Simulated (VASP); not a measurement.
# Co (P-3m1) in VASP: single point with PBE

Aim: the single point of Co with PBE.

All numbers are computed with VASP 6.6.1; they aren't measurements. Logs are shortened: lines on timing, memory, paths and dates and some standing lists are left out, and cuts for length are marked.

## (1) The cell of the first run

Symmetry: P-3m1, No. 164, trigonal system. Conventional cell: a = 2.536 Å, b = 2.536 Å, c = 4.143 Å, α = 90.00°, β = 90.00°, γ = 120.00°. Within 3.3 Å of Co (site symmetry 3m) lie 12 Co at 2.47 to 2.60 Å.

## (2) Single point, PBE, collinear spin, ferromagnetic start

The input, INCAR:

```
ALGO     = Normal         # electronic algorithm
EDIFF    = 1E-6           # SCF threshold, eV
ENCUT    = 600            # plane-wave cutoff, eV
GGA      = PE             # functional
GGA_COMPAT= False        
ISIF     = 2              # what is computed and relaxed
ISMEAR   = 1              # smearing method
ISPIN    = 2              # spin polarisation
LASPH    = True           # aspherical terms in the spheres
LCHARG   = False          # write CHGCAR
LMAXMIX  = 4              # l up to which the mixer works
LORBIT   = 11             # projections on sites
LREAL    = False          # projectors in reciprocal space
LWAVE    = False          # write WAVECAR
MAGMOM   = 2 2            # initial moments
NBANDS   = 20             # bands
NELM     = 200            # most SCF steps
PREC     = Accurate       # precision mode
SIGMA    = 0.05           # smearing width, eV
```

The input, KPOINTS:

```
k-points
0
Gamma
  24 24 12
```

The input, POSCAR:

```
Co
1.0
    2.5361491194      0.0000000000      0.0000000000
   -1.2680745597      2.1963695652      0.0000000000
    0.0000000000      0.0000000000      4.1429820789
Co
2
Direct
    0.3333333333      0.6666666667      0.7401390000
    0.6666666667      0.3333333333      0.2598610000
```

Potentials or basis: VASP PAW PBE potentials, release 64 (Co).

The run is started by

```bash
$ cat potpaw_PBE.64/Co/POTCAR > POTCAR
$ mpirun -np 1 vasp_std > vasp.out
```

OUTCAR:

```text
EDIFF = 1E-6
   ENCUT = 600
   GGA = PE
   ISIF = 2
   ISMEAR = 1
   ISPIN = 2
   LASPH = True
   LORBIT = 11
   LREAL = False
   NELM = 200
   PREC = Accurate

 ion  position               nearest neighbor table
   1  0.333  0.667  0.740-   2 2.47   2 2.47   2 2.47   2 2.60   2 2.60   2 2.60
   2  0.667  0.333  0.260-   1 2.47   1 2.47   1 2.47   1 2.60   1 2.60   1 2.60

  LATTYP: Found a hexagonal cell.
 ALAT       =     2.5361491194
 C/A-ratio  =     1.6335719565

  Lattice vectors:

 A1 = (   2.5361491194,   0.0000000000,   0.0000000000)
 A2 = (  -1.2680745597,   2.1963695652,   0.0000000000)
 A3 = (   0.0000000000,   0.0000000000,   4.1429820789)

Analysis of symmetry for initial positions (statically):
=====================================================================
 Subroutine PRICEL returns:
 Original cell was already a primitive cell.

 Routine SETGRP: Setting up the symmetry group for a
 hexagonal supercell.

 Subroutine GETGRP returns: Found 12 space group operations
 (whereof 12 operations were pure point group operations)
 out of a pool of 24 trial point group operations.

The static configuration has the point symmetry D_3d.

Analysis of symmetry for dynamics (positions and initial velocities):
=====================================================================
 Subroutine PRICEL returns:
 Original cell was already a primitive cell.

 Routine SETGRP: Setting up the symmetry group for a
 hexagonal supercell.

 Subroutine GETGRP returns: Found 12 space group operations
 (whereof 12 operations were pure point group operations)
 out of a pool of 24 trial point group operations.

The dynamic configuration has the point symmetry D_3d.

Analysis of structural, dynamic, and magnetic symmetry:
=====================================================================
 Subroutine PRICEL returns:
 Original cell was already a primitive cell.

 Routine SETGRP: Setting up the symmetry group for a
 hexagonal supercell.

 Subroutine GETGRP returns: Found 12 space group operations
 (whereof 12 operations were pure point group operations)
 out of a pool of 24 trial point group operations.

The overall configuration has the point symmetry D_3d.

 Subroutine INISYM returns: Found 12 space group operations
 (whereof 12 operations are pure point group operations),
 and found     1 'primitive' translations

[... 109 lines left out ...]
   ISMEAR =     1;   SIGMA  =   0.05  broadening in eV -4-tet -1-fermi 0-gaus
   EFERMI_NEDOS =   21; number of points for ismear=-14 and -15
   IALGO  =     38    algorithm
   IMIX   =      4    mixing-type and parameters
     AMIX     =   0.40;   BMIX     =  1.00
     AMIX_MAG =   1.60;   BMIX_MAG =  1.00
  volume/ion in A,a.u.               =      11.54        77.87
  Fermi-wavevector in a.u.,A,eV,Ry     =   1.506958  2.847738 30.897789  2.270923
  Thomas-Fermi vector in A             =   2.617607
   LORBIT       =     11    0 simple, 1 ext, 2 COOP (PROOUT), +10 PAW based schemes
   GGA     = PE    functional components
   LHFCALC =     F    Hartree Fock is set to
   AEXX    =    0.0000 exact exchange contribution
   IVDW    =     0    specifies the selected vdW correction
   LEPSILON=     F    determine dielectric tensor
   LRPA    =     F    only Hartree local field effects (RPA)
 spin polarized calculation
 Methfessel and Paxton  Order N= 1 SIGMA  =   0.05
  energy-cutoff  :      600.00
  volume of cell :       23.08
 maximum number of plane-waves:       784
   NGX = 11   NGY = 11   NGZ = 17

 number of electron      17.9999999 magnetization       3.3082406

 Free energy of the ion-electron system (eV)
  ---------------------------------------------------
  ext. energy  EPLUGINS =         0.00000000
  ---------------------------------------------------
  free energy    TOTEN  =       -14.00312869 eV

  energy without entropy =      -14.00329579  energy(sigma->0) =      -14.00318439

 E-fermi :   9.4430     XC(G=0): -13.0417

 val. band max:        9.4408036701   @ k =   0.0000   0.2083   0.1667
 cond. band min:       9.4441420178   @ k =   0.0833  -0.0000   0.1667
 fundamental gap:      0.0033383477
 Fermi energy:         9.4430151997

 spin component 1

 k-point     1 :       0.0000    0.0000    0.0000
  band No.  band energies     occupation
      1       0.8618      1.00000
      2       4.5317      1.00000
      3       6.8319      1.00000
      4       6.8770      1.00000
      5       6.8770      1.00000
      6       7.1476      1.00000
[... 541 lines left out ...]
     19      31.0935      0.00000
     20      32.8459      0.00000

 [... further k-points ...]

 spin component 2

 k-point     1 :       0.0000    0.0000    0.0000
  band No.  band energies     occupation
      1       0.8420      1.00000
      2       5.4814      1.00000
      3       8.4589      1.00000
      4       8.5649      1.00000
      5       8.5649      1.00000
      6       8.8421      1.00000
[... 541 lines left out ...]
     19      31.4355      0.00000
     20      33.1452      0.00000

 [... further k-points ...]
[... 5 lines left out ...]
  --------------------------------------------------------------------------------------
  -------------------------------------------------------------------------------------
  Total       -1.5231817     -1.5231817     -1.7151541      0.0000000      0.0000000      0.0000000
  in kB     -105.7472374   -105.7472374   -119.0749684      0.0000000      0.0000000      0.0000000
  external PRESSURE =    -110.1898144 kB  Pullay stress =       0.0000000 kB

 VOLUME and BASIS-vectors are now :
 -----------------------------------------------------------------------------
  energy-cutoff  :      600.00
  volume of cell :       23.08
      direct lattice vectors                 reciprocal lattice vectors
     2.536149119  0.000000000  0.000000000     0.394298581  0.227648392  0.000000000
    -1.268074560  2.196369565  0.000000000     0.000000000  0.455296784  0.000000000
     0.000000000  0.000000000  4.142982079     0.000000000  0.000000000  0.241372031

 POSITION                                       TOTAL-FORCE (eV/Angst)
 -----------------------------------------------------------------------------------
     -0.00000      1.46425      3.06638         0.000000      0.000000      0.301869
      1.26807      0.73212      1.07660        -0.000000     -0.000000     -0.301869
 -----------------------------------------------------------------------------------
    total drift:                               -0.000000      0.000000      0.000000

  FREE ENERGIE OF THE ION-ELECTRON SYSTEM (eV)
  ---------------------------------------------------
  free  energy   TOTEN  =       -14.0031286863 eV

  energy  without entropy=      -14.0032957866  energy(sigma->0) =      -14.00318439

 total charge

# of ion       s       p       d       tot
------------------------------------------
    1        0.466   0.473   7.227   8.165
    2        0.466   0.473   7.227   8.165
--------------------------------------------------
tot          0.931   0.946  14.453  16.330

 magnetization (x)

# of ion       s       p       d       tot
------------------------------------------
    1       -0.014  -0.054   1.754   1.686
    2       -0.014  -0.054   1.754   1.686
--------------------------------------------------
tot         -0.028  -0.107   3.508   3.372
```

OSZICAR:

```text
N       E                     dE             d eps       ncg     rms          rms(c)
DAV:   1     0.920373887341E+02    0.92037E+02   -0.90832E+03 55752   0.135E+03
DAV:   2    -0.110945468382E+02   -0.10313E+03   -0.92858E+02 54048   0.228E+02
DAV:   3    -0.160309274544E+02   -0.49364E+01   -0.47051E+01 60436   0.601E+01
DAV:   4    -0.161052104889E+02   -0.74283E-01   -0.74223E-01 64584   0.651E+00
DAV:   5    -0.161074859829E+02   -0.22755E-02   -0.22754E-02 62220   0.110E+00    0.142E+01
DAV:   6    -0.145321434015E+02    0.15753E+01   -0.83080E+00 60164   0.581E+01    0.764E+00
DAV:   7    -0.140341575196E+02    0.49799E+00   -0.13828E+00 61572   0.219E+01    0.374E+00
DAV:   8    -0.140179076154E+02    0.16250E-01   -0.17495E-02 69140   0.119E+00    0.160E+00
DAV:   9    -0.140039563124E+02    0.13951E-01   -0.34411E-03 84332   0.102E+00    0.443E-01
DAV:  10    -0.140031858721E+02    0.77044E-03   -0.66055E-04 68916   0.315E-01    0.809E-02
DAV:  11    -0.140031280508E+02    0.57821E-04   -0.68262E-05 75616   0.106E-01    0.385E-02
DAV:  12    -0.140031286863E+02   -0.63547E-06   -0.70929E-06 58644   0.284E-02
   1 F= -.14003129E+02 E0= -.14003184E+02  d E =0.167100E-03  mag=     3.3082
```

It took 6.8 min on 1 thread of Intel Xeon 6975P-C, shared host; peak memory 0.57 GiB.

What came out:

```
Free energy                                           : -14.0031 eV
Pressure                                              : -11.0 GPa
Largest force                                         : 0.302 eV/Å
Net moment                                            : 3.31 μB per cell
Site moments                                          : Co +1.69 μB
Valence electrons inside the program's atomic spheres : Co 8.16
```

Forces in eV/Å, atoms in the order of the input:
```
Co   0.000  0.000  0.302
Co   0.000  0.000 -0.302
```

Stress tensor (GPa, compression positive):
```
-10.57   0.00   0.00
  0.00 -10.57   0.00
  0.00   0.00 -11.91
```
